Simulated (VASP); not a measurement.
# CuSn3 (P6_3/mmc) in VASP: single point with PBE

Aim: the single point of CuSn3 with PBE.

All numbers are computed with VASP 6.6.1; they aren't measurements. Logs are shortened: lines on timing, memory, paths and dates and some standing lists are left out, and cuts for length are marked.

## 1. The cell of the first run

The structure is hexagonal, space group P6_3/mmc (No. 194). The conventional cell has a = 6.623 Å, b = 6.623 Å, c = 5.005 Å, α = 90.00°, β = 90.00°, γ = 120.00°. Within 4.1 Å of Sn (site symmetry mm2) lie 4 Cu at 3.11 to 3.31 Å and 8 Sn at 3.19 to 3.42 Å. Within 4.1 Å of Cu (site symmetry -6m2) lie 12 Sn at 3.11 to 3.31 Å.

## 2. Single point, PBE

INCAR reads:

```
SYSTEM = CuSn3
  ALGO = Fast
  EDIFF = 1E-6
  ENCUT = 520
  GGA = PE
  ISIF = 2
  ISMEAR = -1
  LASPH = .True.
  LCHARG = .False.
  LREAL = .False.
  LWAVE = .False.
  NBANDS = 63
  NELM = 100
  PREC = Accurate
  SIGMA = 0.05
```

KPOINTS reads:

```
k-points
0
Gamma
  5 5 6
  0 0 0
```

POSCAR reads:

```
CuSn3
1.0
    6.6228840908      0.0000000000      0.0000000000
   -3.3114420454      5.7355858689      0.0000000000
    0.0000000000      0.0000000000      5.0048080000
Sn Cu
6 2
Direct
    0.1723395050      0.3446790100      0.2500000000
    0.1723395050      0.8276604950      0.2500000000
    0.6553209900      0.8276604950      0.2500000000
    0.8276604950      0.6553209900      0.7500000000
    0.8276604950      0.1723395050      0.7500000000
    0.3446790100      0.1723395050      0.7500000000
    0.3333333333      0.6666666667      0.7500000000
    0.6666666667      0.3333333333      0.2500000000
```

Potentials or basis: VASP PAW PBE potentials, release 64 (Sn_d, Cu).

Started as:

```sh
> cat potpaw_PBE.64/Sn_d/POTCAR potpaw_PBE.64/Cu/POTCAR > POTCAR
> mpirun -np 1 vasp_std > vasp.out
```

OUTCAR:

```text
SYSTEM = CuSn3
   EDIFF = 1E-6
   ENCUT = 520
   GGA = PE
   ISIF = 2
   ISMEAR = -1
   LASPH = .True.
   LREAL = .False.
   NELM = 100
   PREC = Accurate

 ion  position               nearest neighbor table
   1  0.172  0.345  0.250-   7 3.11   7 3.11   5 3.19   5 3.19   6 3.19   6 3.19   2 3.20   3 3.20
                             2 3.42   3 3.42
   2  0.172  0.828  0.250-   7 3.11   7 3.11   6 3.19   6 3.19   4 3.19   4 3.19   1 3.20   3 3.20
                             1 3.42   3 3.42
   3  0.655  0.828  0.250-   7 3.11   7 3.11   5 3.19   5 3.19   4 3.19   4 3.19   1 3.20   2 3.20
                             1 3.42   2 3.42
   4  0.828  0.655  0.750-   8 3.11   8 3.11   2 3.19   2 3.19   3 3.19   3 3.19   5 3.20   6 3.20
                             6 3.42   5 3.42
   5  0.828  0.172  0.750-   8 3.11   8 3.11   3 3.19   3 3.19   1 3.19   1 3.19   4 3.20   6 3.20
                             4 3.42   6 3.42
   6  0.345  0.172  0.750-   8 3.11   8 3.11   2 3.19   2 3.19   1 3.19   1 3.19   4 3.20   5 3.20
                             4 3.42   5 3.42
   7  0.333  0.667  0.750-   2 3.11   2 3.11   1 3.11   1 3.11   3 3.11   3 3.11
   8  0.667  0.333  0.250-   5 3.11   5 3.11   4 3.11   4 3.11   6 3.11   6 3.11

  LATTYP: Found a hexagonal cell.
 ALAT       =     6.6228840908
 C/A-ratio  =     0.7556840693

  Lattice vectors:

 A1 = (   6.6228840908,   0.0000000000,   0.0000000000)
 A2 = (  -3.3114420454,   5.7355858689,   0.0000000000)
 A3 = (   0.0000000000,   0.0000000000,   5.0048080000)

Analysis of symmetry for initial positions (statically):
=====================================================================
 Subroutine PRICEL returns:
 Original cell was already a primitive cell.

 Routine SETGRP: Setting up the symmetry group for a
 hexagonal supercell.

 Subroutine GETGRP returns: Found 24 space group operations
 (whereof 12 operations were pure point group operations)
 out of a pool of 24 trial point group operations.

The static configuration has the point symmetry D_3d.
 The point group associated with its full space group is D_6h.

Analysis of symmetry for dynamics (positions and initial velocities):
=====================================================================
 Subroutine PRICEL returns:
 Original cell was already a primitive cell.

 Routine SETGRP: Setting up the symmetry group for a
 hexagonal supercell.

 Subroutine GETGRP returns: Found 24 space group operations
 (whereof 12 operations were pure point group operations)
 out of a pool of 24 trial point group operations.

The dynamic configuration has the point symmetry D_3d.
 The point group associated with its full space group is D_6h.

 Subroutine INISYM returns: Found 24 space group operations
 (whereof 12 operations are pure point group operations),
 and found     1 'primitive' translations

----------------------------------------------------------------------------------------

                                     Primitive cell

  volume of cell :     190.1132

  direct lattice vectors                    reciprocal lattice vectors
     6.622884091  0.000000000  0.000000000     0.150991620  0.087175053  0.000000000
    -3.311442045  5.735585869  0.000000000     0.000000000  0.174350105  0.000000000
     0.000000000  0.000000000  5.004808000     0.000000000  0.000000000  0.199807865

  length of vectors
     6.622884091  6.622884091  5.004808000     0.174350105  0.174350105  0.199807865

  position of ions in fractional coordinates (direct lattice)
     0.172339505  0.344679010  0.250000000
     0.172339505  0.827660495  0.250000000
     0.655320990  0.827660495  0.250000000
     0.827660495  0.655320990  0.750000000
     0.827660495  0.172339505  0.750000000
     0.344679010  0.172339505  0.750000000
     0.333333333  0.666666667  0.750000000
     0.666666667  0.333333333  0.250000000

  ion indices of the primitive-cell ions
   primitive index   ion index
                 1           1
                 2           2
                 3           3
                 4           4
                 5           5
                 6           6
                 7           7
                 8           8

----------------------------------------------------------------------------------------

 KPOINTS: k-points

Automatic generation of k-mesh.
 Grid dimensions read from file:
 generate k-points for:    5    5    6

 Generating k-lattice:

  Cartesian coordinates                     Fractional coordinates (reciprocal lattice)
     0.030198324  0.017435011  0.000000000     0.200000000  0.000000000  0.000000000
     0.000000000  0.034870021  0.000000000     0.000000000  0.200000000  0.000000000
     0.000000000  0.000000000  0.033301311     0.000000000  0.000000000  0.166666667

  Length of vectors
     0.034870021  0.034870021  0.033301311

  Shift w.r.t. Gamma in fractional coordinates (k-lattice)
     0.000000000  0.000000000  0.000000000

 Subroutine IBZKPT returns following result:
 ===========================================

 Found     20 irreducible k-points:

 Following reciprocal coordinates:
            Coordinates               Weight
  0.000000  0.000000  0.000000      1.000000
  0.200000  0.000000  0.000000      6.000000
  0.400000 -0.000000  0.000000      6.000000
  0.200000  0.200000  0.000000      6.000000
  0.400000  0.200000  0.000000      6.000000
  0.000000  0.000000  0.166667      2.000000
[... 12 lines left out ...]
  0.200000  0.200000  0.500000      6.000000
  0.400000  0.200000  0.500000      6.000000
   k-points           NKPTS =     20   k-points in BZ     NKDIM =     20   number of bands    NBANDS=     63
   number of dos      NEDOS =    301   number of ions     NIONS =      8
   total plane-waves  NPLWV = 100000
   dimension x,y,z NGX =    50 NGY =   50 NGZ =   40
   dimension x,y,z NGXF=   100 NGYF=  100 NGZF=   80
   ions per type =               6   2
   NGX,Y,Z   is equivalent  to a cutoff of  12.55, 12.55, 13.29 a.u.
   NGXF,Y,Z  is equivalent  to a cutoff of  25.10, 25.10, 26.57 a.u.
 SYSTEM =  CuSn3
   PREC   = accura    normal or accurate (medium, high low for compatibility)
   ISTART =      0    job   : 0-new  1-cont  2-samecut
   ICHARG =      2    charge: 1-file 2-atom 10-const
   ISPIN  =      1    spin polarized calculation?
   LNONCOLLINEAR =      F non collinear calculations
   LSORBIT =      F    spin-orbit coupling
   LASPH  =      T    aspherical Exc in radial PAW
   ENCUT  =  520.0 eV  38.22 Ry    6.18 a.u.  12.31 12.31  9.31*2*pi/ulx,y,z
   NELM   =    100;   NELMIN=  2; NELMDL= -5     # of ELM steps
   EDIFF  = 0.1E-05   stopping-criterion for ELM
   LREAL  =      F    real-space projection
   EDIFFG = 0.1E-04   stopping-criterion for IOM
   NSW    =      0    number of steps for IOM
   IBRION =     -1    ionic relax: 0-MD 1-quasi-New 2-CG
   NFREE  =      0    steps in history (QN), initial steepest desc. (CG)
   ISIF   =      2    stress and relaxation
   ISYM   =      2    0-nonsym 1-usesym 2-fastsym
   POTIM  = 0.5000    time-step for ionic-motion
   TEBEG  =    0.0;   TEEND  =   0.0 temperature during run
   PSTRESS=    0.0 pullay stress
   NELECT =     106.0000    total number of electrons
   NUPDOWN=      -1.0000    fix difference up-down
   EMIN   =  10.00;   EMAX   =-10.00  energy-range for DOS
   EFERMI =   0.00;   METHOD = LEGACY
   ISMEAR =    -1;   SIGMA  =   0.05  broadening in eV -4-tet -1-fermi 0-gaus
   EFERMI_NEDOS =   21; number of points for ismear=-14 and -15
   IALGO  =     68    algorithm
   IMIX   =      4    mixing-type and parameters
     AMIX     =   0.40;   BMIX     =  1.00
     AMIX_MAG =   1.60;   BMIX_MAG =  1.00
  volume/ion in A,a.u.               =      23.76       160.37
  Fermi-wavevector in a.u.,A,eV,Ry     =   1.347429  2.546272 24.702273  1.815566
  Thomas-Fermi vector in A             =   2.475181
   LORBIT       =      0    0 simple, 1 ext, 2 COOP (PROOUT), +10 PAW based schemes
   GGA     = PE    functional components
   LHFCALC =     F    Hartree Fock is set to
   AEXX    =    0.0000 exact exchange contribution
   IVDW    =     0    specifies the selected vdW correction
   LEPSILON=     F    determine dielectric tensor
   LRPA    =     F    only Hartree local field effects (RPA)
 non-spin polarized calculation
 RMM-DIIS sequential band-by-band and
  energy-cutoff  :      520.00
  volume of cell :      190.11
 maximum number of plane-waves:      5167
 NGX is ok and might be reduce to    50
   NGX = 25   NGY = 25   NGZ = 19

 number of electron     106.0000019 magnetization

 Free energy of the ion-electron system (eV)
  ---------------------------------------------------
  ext. energy  EPLUGINS =         0.00000000
  ---------------------------------------------------
  free energy    TOTEN  =       -28.76097072 eV

  energy without entropy =      -28.73192373  energy(sigma->0) =      -28.74644723

 E-fermi :   7.8756     XC(G=0): -10.5943

 val. band max:        7.8091648185   @ k =   0.0000   0.0000   0.0000
 cond. band min:       7.9019468644   @ k =   0.4000  -0.0000   0.0000
 fundamental gap:      0.0927820458
 Fermi energy:         7.8756296444

 k-point     1 :       0.0000    0.0000    0.0000
  band No.  band energies     occupation
      1     -13.7807      2.00000
      2     -13.7713      2.00000
      3     -13.7713      2.00000
      4     -13.7459      2.00000
      5     -13.7313      2.00000
      6     -13.7070      2.00000
[... 55 lines left out ...]
     62      11.1085      0.00000
     63      11.3719      0.00000

 k-point     2 :       0.2000    0.0000    0.0000
  band No.  band energies     occupation
      1     -13.7709      2.00000
      2     -13.7626      2.00000
      3     -13.7533      2.00000
      4     -13.7420      2.00000
      5     -13.7370      2.00000
      6     -13.7102      2.00000
[... 1177 lines left out ...]
     62      11.9635      0.00000
     63      13.0721      0.00000

 k-point    20 :       0.4000    0.2000    0.5000
  band No.  band energies     occupation
      1     -13.7450      2.00000
      2     -13.7450      2.00000
      3     -13.7220      2.00000
      4     -13.7220      2.00000
      5     -13.6925      2.00000
      6     -13.6925      2.00000
[... 55 lines left out ...]
     62      11.4811      0.00000
     63      12.6654      0.00000

------------------------ aborting loop because EDIFF is reached ----------------------------------------

  FORCE on cell =-STRESS in cart. coord.  units (eV):
  Direction    XX          YY          ZZ          XY          YZ          ZX
  --------------------------------------------------------------------------------------
  -------------------------------------------------------------------------------------
  Total        0.5080104      0.5080104      0.2034300      0.0000000      0.0000000      0.0000000
  in kB        4.2812527      4.2812527      1.7144039      0.0000000      0.0000000      0.0000000
  external PRESSURE =       3.4256364 kB  Pullay stress =       0.0000000 kB

 VOLUME and BASIS-vectors are now :
 -----------------------------------------------------------------------------
  energy-cutoff  :      520.00
  volume of cell :      190.11
      direct lattice vectors                 reciprocal lattice vectors
     6.622884091  0.000000000  0.000000000     0.150991620  0.087175053  0.000000000
    -3.311442045  5.735585869  0.000000000     0.000000000  0.174350105  0.000000000
     0.000000000  0.000000000  5.004808000     0.000000000  0.000000000  0.199807865

 POSITION                                       TOTAL-FORCE (eV/Angst)
 -----------------------------------------------------------------------------------
     -0.00000      1.97694      1.25120         0.000000      0.238679      0.000000
     -1.59937      4.74712      1.25120         0.206702     -0.119339      0.000000
      1.59937      4.74712      1.25120        -0.206702     -0.119339     -0.000000
      3.31144      3.75865      3.75361        -0.000000     -0.238679     -0.000000
      4.91081      0.98847      3.75361        -0.206702      0.119339      0.000000
      1.71208      0.98847      3.75361         0.206702      0.119339      0.000000
     -0.00000      3.82372      3.75361        -0.000000      0.000000      0.000000
      3.31144      1.91186      1.25120         0.000000      0.000000      0.000000
 -----------------------------------------------------------------------------------
    total drift:                               -0.000000      0.000000     -0.000000

  FREE ENERGIE OF THE ION-ELECTRON SYSTEM (eV)
  ---------------------------------------------------
  free  energy   TOTEN  =       -28.7609707203 eV

  energy  without entropy=      -28.7319237314  energy(sigma->0) =      -28.74644723
```

Wall time 6.5 min (1 thread of Intel Xeon Platinum 8375C at 2.90GHz (Ice Lake), shared host); peak memory 0.41 GiB.

Results:

```
Free energy            : -28.7610 eV
Pressure               : 0.3 GPa
Largest force          : 0.239 eV/Å
Band gap on the k mesh : zero (band 53 reaches 8.67 eV, above the bottom of band 54 at 5.96 eV)
```

Forces in eV/Å, atoms in the order of the input:
```
Sn   0.000  0.239  0.000
Sn   0.207 -0.119  0.000
Sn  -0.207 -0.119  0.000
Sn   0.000 -0.239  0.000
Sn  -0.207  0.119  0.000
Sn   0.207  0.119  0.000
Cu   0.000  0.000  0.000
Cu   0.000  0.000  0.000
```

Levels at points of the mesh, in eV from the Fermi level:
```csv
k point,band 50,band 51,band 52,band 53,band 54,band 55,band 56,band 57
"(0.00, 0.00, 0.00)",-0.66,-0.66,-0.07,-0.07,0.08,0.08,1.00,1.46
"(0.00, 0.00, 0.50)",-2.11,-2.11,-2.11,-1.92,-1.92,3.94,3.94,4.02
```

Caveat: spin-orbit coupling is left out, which moves the levels of the heavy elements.
